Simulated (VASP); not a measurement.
Set up this calculation in VASP 6.6.1, as the native input.

```
Task                   : single point
Functional             : PBE
Potentials or basis    : VASP PAW PBE potentials, release 64 (W_sv, C)
Cutoff                 : 520 eV
k mesh                 : 9 × 9 × 1
Occupations            : gaussian, width 0.1 eV
Spin                   : no spin polarisation
Dipole correction      : yes
Further INCAR settings : ALGO = Normal; EDIFF = 1e-06; NBANDS = 31
```

The structure of W3C lies in POSCAR:

```
W3C
1.0
    2.8545944806      0.0000000000      0.0000000000
   -1.4272972403      2.4721513377      0.0000000000
    0.0000000000      0.0000000000     21.6971108210
W C
3 1
Direct
    0.6666666667      0.3333333333      0.1843563428
    0.3333333333      0.6666666667      0.2926027619
    0.0000000000      0.0000000000      0.4008418859
    0.2222222222     -0.2222222222      0.5911898099
```

These files were run (other wordings do the same):

INCAR

```
SYSTEM = W3C
  PREC = Accurate
  ENCUT = 520
  EDIFF = 1E-6
  ISMEAR = 0
  SIGMA = 0.1
  LREAL = .FALSE.
  LASPH = .TRUE.
  NELM = 60
  ALGO = Normal
  ISIF = 2
  LWAVE = .FALSE.
  LCHARG = .FALSE.
  LDIPOL = .TRUE.
  IDIPOL = 3
  DIPOL = 0.5 0.5 0.367
  GGA = PE
  NBANDS = 31
```

KPOINTS

```
Automatic mesh
0
G
  9 9 1
  0 0 0
```

Potentials or basis: VASP PAW PBE potentials, release 64 (W_sv, C).

Launch:

```console
$ cat potpaw_PBE.64/W_sv/POTCAR potpaw_PBE.64/C/POTCAR > POTCAR
$ mpirun -np 1 vasp_std > vasp.out
```

It gave:

```
Largest force          : 0.240 eV/Å
Band gap on the k mesh : zero (band 23 reaches 0.87 eV, above the bottom of band 24 at -0.35 eV)
```

Caveat: spin-orbit coupling is left out, which moves the levels of the heavy elements.

It took 3.5 min on 1 thread of Intel(R) Xeon(R) 6975P-C (Granite Rapids), with other jobs on the host, peak memory 0.34 GiB.
